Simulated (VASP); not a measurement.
# AlNi3 (Pm-3m) in VASP: density of states with LDA

Aim: the density of states of AlNi3 with LDA.

Program: VASP 6.6.1. These are calculated values, not measurements. Logs are shortened: lines on timing, memory, paths and dates and some standing lists are left out, and cuts for length are marked.

## Step 1: The cell of the first run

It takes space group Pm-3m (No. 221, cubic). The conventional cell has a = 3.523 Å, b = 3.523 Å, c = 3.523 Å, α = 90.00°, β = 90.00°, γ = 90.00°. Al (site symmetry m-3m) has 12 Ni at 2.49 Å within 3.3 Å. Ni (site symmetry 4/mmm) has 4 Al at 2.49 Å and 8 Ni at 2.49 Å within 3.3 Å.

## Step 2: Density of states, LDA

Contents of POSCAR:

```
AlNi3
1.0
    3.5230547267      0.0000000000      0.0000000000
    0.0000000000      3.5230547267      0.0000000000
    0.0000000000      0.0000000000      3.5230547267
Al Ni
1 3
Direct
    0.0000000000      0.0000000000      0.0000000000
    0.0000000000      0.5000000000      0.5000000000
    0.5000000000      0.0000000000      0.5000000000
    0.5000000000      0.5000000000      0.0000000000
```

Contents of INCAR.step1:

```
SYSTEM = AlNi3
ALGO     = Normal         ! electronic algorithm
EDIFF    = 1E-6           ! SCF threshold, eV
ENCUT    = 520            ! plane-wave cutoff, eV
GGA_COMPAT= .False.      
ISIF     = 2              ! what is computed and relaxed
ISMEAR   = 1              ! smearing method
LASPH    = .True.         ! aspherical terms in the spheres
LCHARG   = .True.         ! write CHGCAR
LMAXMIX  = 4              ! l up to which the mixer works
LORBIT   = 11             ! projections on sites
LREAL    = .False.        ! projectors in reciprocal space
LWAVE    = .False.        ! write WAVECAR
NBANDS   = 24             ! bands
NEDOS    = 2001           ! points of the DOS
NELM     = 120            ! most SCF steps
PREC     = Accurate       ! precision mode
SIGMA    = 0.1            ! smearing width, eV
```

Contents of KPOINTS.step1:

```
k-points
0
Gamma
  2 2 2
  0 0 0
```

Contents of INCAR.step2:

```
SYSTEM = AlNi3
ALGO     = Normal         ! electronic algorithm
EDIFF    = 1E-6           ! SCF threshold, eV
ENCUT    = 520            ! plane-wave cutoff, eV
GGA_COMPAT= .False.      
ICHARG   = 11             ! starting density
ISIF     = 2              ! what is computed and relaxed
ISMEAR   = 0              ! smearing method
LASPH    = .True.         ! aspherical terms in the spheres
LCHARG   = .False.        ! write CHGCAR
LMAXMIX  = 4              ! l up to which the mixer works
LORBIT   = 10             ! projections on sites
LREAL    = .False.        ! projectors in reciprocal space
LWAVE    = .False.        ! write WAVECAR
NEDOS    = 1001           ! points of the DOS
NELM     = 120            ! most SCF steps
PREC     = Accurate       ! precision mode
SIGMA    = 0.1            ! smearing width, eV
```

Contents of KPOINTS.step2:

```
k-points
0
Gamma
  3 3 3
  0 0 0
```

Potentials or basis: VASP PAW LDA potentials, release 64 (Al, Ni).

Launch:

```
cat potpaw_LDA.64/Al/POTCAR potpaw_LDA.64/Ni/POTCAR > POTCAR
cp INCAR.step1 INCAR
cp KPOINTS.step1 KPOINTS
mpirun -np 1 vasp_std > vasp.out
cp INCAR.step2 INCAR
cp KPOINTS.step2 KPOINTS
mpirun -np 1 vasp_std > vasp.out
```

OUTCAR:

```text
SYSTEM = AlNi3
   EDIFF = 1E-6
   ENCUT = 520
   ICHARG = 11
   ISIF = 2
   ISMEAR = 0
   LASPH = .True.
   LORBIT = 10
   LREAL = .False.
   NELM = 120
   PREC = Accurate

 ion  position               nearest neighbor table
   1  0.000  0.000  0.000-   2 2.49   3 2.49   4 2.49   2 2.49   3 2.49   2 2.49   4 2.49   2 2.49
                             3 2.49   4 2.49   3 2.49   4 2.49
   2  0.000  0.500  0.500-   1 2.49   3 2.49   4 2.49   1 2.49   4 2.49   1 2.49   3 2.49   1 2.49
                             3 2.49   4 2.49   4 2.49   3 2.49
   3  0.500  0.000  0.500-   1 2.49   2 2.49   4 2.49   1 2.49   4 2.49   2 2.49   4 2.49   4 2.49
                             1 2.49   2 2.49   1 2.49   2 2.49
   4  0.500  0.500  0.000-   1 2.49   2 2.49   3 2.49   2 2.49   3 2.49   1 2.49   3 2.49   3 2.49
                             1 2.49   2 2.49   2 2.49   1 2.49

  LATTYP: Found a simple cubic cell.
 ALAT       =     3.5230547267

  Lattice vectors:

 A1 = (   3.5230547267,   0.0000000000,   0.0000000000)
 A2 = (   0.0000000000,   3.5230547267,   0.0000000000)
 A3 = (   0.0000000000,   0.0000000000,   3.5230547267)

Analysis of symmetry for initial positions (statically):
=====================================================================
 Subroutine PRICEL returns:
 Original cell was already a primitive cell.

 Routine SETGRP: Setting up the symmetry group for a
 simple cubic supercell.

 Subroutine GETGRP returns: Found 48 space group operations
 (whereof 48 operations were pure point group operations)
 out of a pool of 48 trial point group operations.

The static configuration has the point symmetry O_h .

Analysis of symmetry for dynamics (positions and initial velocities):
=====================================================================
 Subroutine PRICEL returns:
 Original cell was already a primitive cell.

 Routine SETGRP: Setting up the symmetry group for a
 simple cubic supercell.

 Subroutine GETGRP returns: Found 48 space group operations
 (whereof 48 operations were pure point group operations)
 out of a pool of 48 trial point group operations.

The dynamic configuration has the point symmetry O_h .

 Subroutine INISYM returns: Found 48 space group operations
 (whereof 48 operations are pure point group operations),
 and found     1 'primitive' translations

----------------------------------------------------------------------------------------

                                     Primitive cell

  volume of cell :      43.7279

  direct lattice vectors                    reciprocal lattice vectors
     3.523054727  0.000000000  0.000000000     0.283844583  0.000000000  0.000000000
     0.000000000  3.523054727  0.000000000     0.000000000  0.283844583  0.000000000
     0.000000000  0.000000000  3.523054727     0.000000000  0.000000000  0.283844583

  length of vectors
     3.523054727  3.523054727  3.523054727     0.283844583  0.283844583  0.283844583

  position of ions in fractional coordinates (direct lattice)
     0.000000000  0.000000000  0.000000000
     0.000000000  0.500000000  0.500000000
     0.500000000  0.000000000  0.500000000
     0.500000000  0.500000000  0.000000000

  ion indices of the primitive-cell ions
   primitive index   ion index
                 1           1
                 2           2
                 3           3
                 4           4

----------------------------------------------------------------------------------------

 KPOINTS: k-points

Automatic generation of k-mesh.
 Grid dimensions read from file:
 generate k-points for:    3    3    3

 Generating k-lattice:

  Cartesian coordinates                     Fractional coordinates (reciprocal lattice)
     0.094614861  0.000000000  0.000000000     0.333333333  0.000000000  0.000000000
     0.000000000  0.094614861  0.000000000     0.000000000  0.333333333  0.000000000
     0.000000000  0.000000000  0.094614861     0.000000000  0.000000000  0.333333333

  Length of vectors
     0.094614861  0.094614861  0.094614861

  Shift w.r.t. Gamma in fractional coordinates (k-lattice)
     0.000000000  0.000000000  0.000000000

 Subroutine IBZKPT returns following result:
 ===========================================

 Found      4 irreducible k-points:

 Following reciprocal coordinates:
            Coordinates               Weight
  0.000000  0.000000  0.000000      1.000000
  0.333333  0.000000  0.000000      6.000000
  0.333333  0.333333  0.000000     12.000000
  0.333333  0.333333  0.333333      8.000000
   k-points           NKPTS =      4   k-points in BZ     NKDIM =      4   number of bands    NBANDS=     20
   number of dos      NEDOS =   1001   number of ions     NIONS =      4
   total plane-waves  NPLWV =  21952
   dimension x,y,z NGX =    28 NGY =   28 NGZ =   28
   dimension x,y,z NGXF=    56 NGYF=   56 NGZF=   56
   ions per type =               1   3
   NGX,Y,Z   is equivalent  to a cutoff of  13.21, 13.21, 13.21 a.u.
   NGXF,Y,Z  is equivalent  to a cutoff of  26.43, 26.43, 26.43 a.u.
 SYSTEM =  AlNi3
   PREC   = accura    normal or accurate (medium, high low for compatibility)
   ISTART =      0    job   : 0-new  1-cont  2-samecut
   ICHARG =     11    charge: 1-file 2-atom 10-const
   ISPIN  =      1    spin polarized calculation?
   LNONCOLLINEAR =      F non collinear calculations
   LSORBIT =      F    spin-orbit coupling
   LASPH  =      T    aspherical Exc in radial PAW
   ENCUT  =  520.0 eV  38.22 Ry    6.18 a.u.   6.55  6.55  6.55*2*pi/ulx,y,z
   NELM   =    120;   NELMIN=  2; NELMDL=  0     # of ELM steps
   EDIFF  = 0.1E-05   stopping-criterion for ELM
   LREAL  =      F    real-space projection
   EDIFFG = 0.1E-04   stopping-criterion for IOM
   NSW    =      0    number of steps for IOM
   IBRION =     -1    ionic relax: 0-MD 1-quasi-New 2-CG
   NFREE  =      0    steps in history (QN), initial steepest desc. (CG)
   ISIF   =      2    stress and relaxation
   ISYM   =      2    0-nonsym 1-usesym 2-fastsym
   POTIM  = 0.5000    time-step for ionic-motion
   TEBEG  =    0.0;   TEEND  =   0.0 temperature during run
   PSTRESS=    0.0 pullay stress
   NELECT =      33.0000    total number of electrons
   NUPDOWN=      -1.0000    fix difference up-down
   EMIN   =  10.00;   EMAX   =-10.00  energy-range for DOS
   EFERMI =   0.00;   METHOD = LEGACY
   ISMEAR =     0;   SIGMA  =   0.10  broadening in eV -4-tet -1-fermi 0-gaus
   EFERMI_NEDOS =   21; number of points for ismear=-14 and -15
   IALGO  =     38    algorithm
   IMIX   =      4    mixing-type and parameters
     AMIX     =   0.40;   BMIX     =  1.00
     AMIX_MAG =   1.60;   BMIX_MAG =  1.00
  volume/ion in A,a.u.               =      10.93        73.77
  Fermi-wavevector in a.u.,A,eV,Ry     =   1.490482  2.816603 30.225843  2.221537
  Thomas-Fermi vector in A             =   2.603258
   LORBIT       =     10    0 simple, 1 ext, 2 COOP (PROOUT), +10 PAW based schemes
   GGA     = CA    functional components
   LHFCALC =     F    Hartree Fock is set to
   AEXX    =    0.0000 exact exchange contribution
   IVDW    =     0    specifies the selected vdW correction
   LEPSILON=     F    determine dielectric tensor
   LRPA    =     F    only Hartree local field effects (RPA)
 non-spin polarized calculation
 Gauss-broadening in eV      SIGMA  =   0.10
  energy-cutoff  :      520.00
  volume of cell :       43.73
 maximum number of plane-waves:      1193
 NGX is ok and might be reduce to    28

 number of electron      32.9999980 magnetization

 Free energy of the ion-electron system (eV)
  ---------------------------------------------------
  ext. energy  EPLUGINS =         0.00000000
  ---------------------------------------------------
  free energy    TOTEN  =       -25.77840897 eV

  energy without entropy =      -25.75463248  energy(sigma->0) =      -25.76652073

 E-fermi :   9.5506     XC(G=0): -13.1683

 val. band max:        9.5414856042   @ k =   0.3333   0.0000   0.0000
 cond. band min:       9.8638989443   @ k =   0.3333   0.3333   0.3333
 fundamental gap:      0.3224133401
 Fermi energy:         9.5506360225

 k-point     1 :       0.0000    0.0000    0.0000
  band No.  band energies     occupation
      1      -0.4844      2.00000
      2       5.0707      2.00000
      3       5.8985      2.00000
      4       5.8985      2.00000
      5       6.1741      2.00000
      6       6.1741      2.00000
[... 12 lines left out ...]
     19      10.5323      0.00000
     20      16.4394      0.00000

 k-point     2 :       0.3333    0.0000    0.0000
  band No.  band energies     occupation
      1       0.8617      2.00000
      2       4.2835      2.00000
      3       5.7481      2.00000
      4       6.3967      2.00000
      5       6.3967      2.00000
      6       6.4318      2.00000
[... 12 lines left out ...]
     19      13.2213      0.00000
     20      16.3439      0.00000

 k-point     3 :       0.3333    0.3333    0.0000
  band No.  band energies     occupation
      1       2.0927      2.00000
      2       5.0299      2.00000
      3       5.1427      2.00000
      4       6.2967      2.00000
      5       6.3733      2.00000
      6       6.7093      2.00000
[... 12 lines left out ...]
     19      12.7913      0.00000
     20      14.9817      0.00000

 k-point     4 :       0.3333    0.3333    0.3333
  band No.  band energies     occupation
      1       3.0883      2.00000
      2       4.9342      2.00000
      3       5.7566      2.00000
      4       5.7566      2.00000
      5       6.7667      2.00000
      6       6.9013      2.00000
[... 12 lines left out ...]
     19      10.4391      0.00000
     20      14.6037      0.00000

------------------------ aborting loop because EDIFF is reached ----------------------------------------

  FORCE on cell =-STRESS in cart. coord.  units (eV):
  Direction    XX          YY          ZZ          XY          YZ          ZX
  --------------------------------------------------------------------------------------
  -------------------------------------------------------------------------------------
  Total       22.6583983     22.6583983     22.6583983      0.0000000     -0.0000000      0.0000000
  in kB      830.1978824    830.1978824    830.1978824      0.0000000     -0.0000000      0.0000000
  external PRESSURE =     830.1978824 kB  Pullay stress =       0.0000000 kB

 VOLUME and BASIS-vectors are now :
 -----------------------------------------------------------------------------
  energy-cutoff  :      520.00
  volume of cell :       43.73
      direct lattice vectors                 reciprocal lattice vectors
     3.523054727  0.000000000  0.000000000     0.283844583  0.000000000  0.000000000
     0.000000000  3.523054727  0.000000000     0.000000000  0.283844583  0.000000000
     0.000000000  0.000000000  3.523054727     0.000000000  0.000000000  0.283844583

 POSITION                                       TOTAL-FORCE (eV/Angst)
 -----------------------------------------------------------------------------------
      0.00000      0.00000      0.00000         0.000000      0.000000      0.000000
      0.00000      1.76153      1.76153         0.000000      0.000000      0.000000
      1.76153      0.00000      1.76153         0.000000      0.000000      0.000000
      1.76153      1.76153      0.00000         0.000000      0.000000      0.000000
 -----------------------------------------------------------------------------------
    total drift:                                0.000000      0.000000      0.000000

  FREE ENERGIE OF THE ION-ELECTRON SYSTEM (eV)
  ---------------------------------------------------
  free  energy   TOTEN  =       -25.7784089736 eV

  energy  without entropy=      -25.7546324808  energy(sigma->0) =      -25.76652073

 total charge

# of ion       s       p       d       tot
------------------------------------------
    1        0.416   0.385   0.000   0.802
    2        0.506   0.506   8.493   9.506
    3        0.506   0.506   8.493   9.506
    4        0.506   0.506   8.493   9.506
--------------------------------------------------
tot          1.935   1.904  25.480  29.319
```

It took 6.5 s on 1 thread of AMD EPYC 9R45 (Zen 5), shared host; peak memory 0.1 GiB.

Results:

```yaml
Valence_electrons_inside_the_program's_atomic_spheres: Al 0.80; Ni 9.51
```

Caveat: the k points lie up to 0.89 Å⁻¹ apart.
